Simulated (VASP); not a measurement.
The system is AlRu.

```
Ru Al
1.0
     3.05027    0.00000    0.00000
     0.00000    3.05027    0.00000
     0.00000    0.00000    3.05027
Ru Al
1 1
Direct
  0.50000 0.50000 0.50000
  0.00000 0.00000 0.00000
```

This cell differs from its parent crystal: volume scaled by 1.06.

Base run:

| Property | Result |
| --- | --- |
| Program | VASP 6.6.1 |
| Functional | PBE |
| Potentials or basis | VASP PAW PBE potentials, release 64 (Ru_pv, Al) |
| Cutoff | 520 eV |
| k mesh | 9 × 9 × 9 |
| Occupations | fermi-dirac, width 0.05 eV |
| Spin | no spin polarisation |

Its results: pressure -8.5 GPa.

Task: After a change of settings the same cell gave: pressure -13.8 GPa. Which change was it?
A. functional from PBE to LDA; potentials or basis from VASP PAW PBE potentials, release 64 (Ru_pv, Al) to VASP PAW LDA potentials, release 64 (Ru_pv, Al)
B. functional from PBE to PBEsol; further incar settings from ALGO = Normal; EDIFF = 1e-06; NBANDS = 16 to ALGO = Normal; EDIFF = 1e-07; NBANDS = 16
C. functional from PBE to r2SCAN

Result: B.

Caveats: the PAW data sets were made with another functional, which shifts forces and pressure a little (some runs).
